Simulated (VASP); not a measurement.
A run of VASP 6.6.1 is set up as follows.

INCAR

```
SYSTEM = LiRu2
ALGO = Normal
EDIFF = 1E-7
EDIFFG = -0.01
ENCUT = 600
GGA = PE
IBRION = 2
ISIF = 3
ISMEAR = 0
LASPH = .TRUE.
LCHARG = .FALSE.
LREAL = .FALSE.
LWAVE = .FALSE.
NELM = 60
NSW = 100
PREC = Accurate
SIGMA = 0.1
```

The input KPOINTS:

```
k-points
0
G
  14 14 14
  0 0 0
```

The input POSCAR:

```
LiRu2
1.0
    0.0000000000      2.7299666910      2.7299666910
    2.7299666910      0.0000000000      2.7299666910
    2.7299666910      2.7299666910      0.0000000000
Li Ru
1 2
Direct
    0.0000000000      0.0000000000      0.0000000000
    0.2500000000      0.2500000000      0.2500000000
    0.7500000000      0.7500000000      0.7500000000
```

Potentials or basis: VASP PAW PBE potentials, release 64 (Li_sv, Ru_pv).

Command:

```bash
$ cat potpaw_PBE.64/Li_sv/POTCAR potpaw_PBE.64/Ru_pv/POTCAR > POTCAR
$ mpirun -np 1 vasp_std > vasp.out
```

Question: What does it give for the band gap on the k mesh?

Answer: Zero (an odd number of electrons rules out a gap without spin polarisation).

Final structure:
```
Li Ru
1.0
     0.00000    2.72997    2.72997
     2.72997    0.00000    2.72997
     2.72997    2.72997    0.00000
Li Ru
1 2
Direct
  0.00000 0.00000 0.00000
  0.25000 0.25000 0.25000
  0.75000 0.75000 0.75000
```

Caveat: the relaxation stopped at its first step, so nothing moved.
